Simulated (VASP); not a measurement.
Au:

```
Au
1.0
     0.00000    2.08564    2.08564
     2.08564    0.00000    2.08564
     2.08564    2.08564    0.00000
Au
1
Direct
  0.00000 0.00000 0.00000
```

```yaml
Program: VASP 6.6.1
Task: relaxation of cell and atoms
Functional: r2SCAN
Potentials_or_basis: VASP PAW PBE potentials, release 64 (Au)
Cutoff: 600 eV
k_mesh: 18 × 18 × 18
Occupations: gaussian, width 0.1 eV
Spin: no spin polarisation
```

At the start: pressure -4.5 GPa; volume 18.14 Å³/atom.

Problem. How do energy, volume and symmetry change on relaxing?

Solution. Over 3 steps the energy falls by 8.3 meV/atom and the volume is 17.58 Å³/atom (-3.1 %); space group Fm-3m (No. 225, to 0.1 Å) before and after.

The path:
```
step  energy change (eV)  largest force (eV/Å)  pressure (GPa)  volume (Å³)
   1              0.0000                0.0000           -4.49        18.14
   2              0.0082                0.0000            7.62        16.84
   3             -0.0083                0.0000           -0.03        17.58
```

Final structure:
```yaml
crystal:
  lattice:
    - [0.00000, 2.06379, 2.06379]
    - [2.06379, 0.00000, 2.06379]
    - [2.06379, 2.06379, 0.00000]
  atoms:
    - { symbol: Au, position: [0.00000, 0.00000, 0.00000] }
```

Caveat: the PAW data sets were made with another functional, which shifts forces and pressure a little.
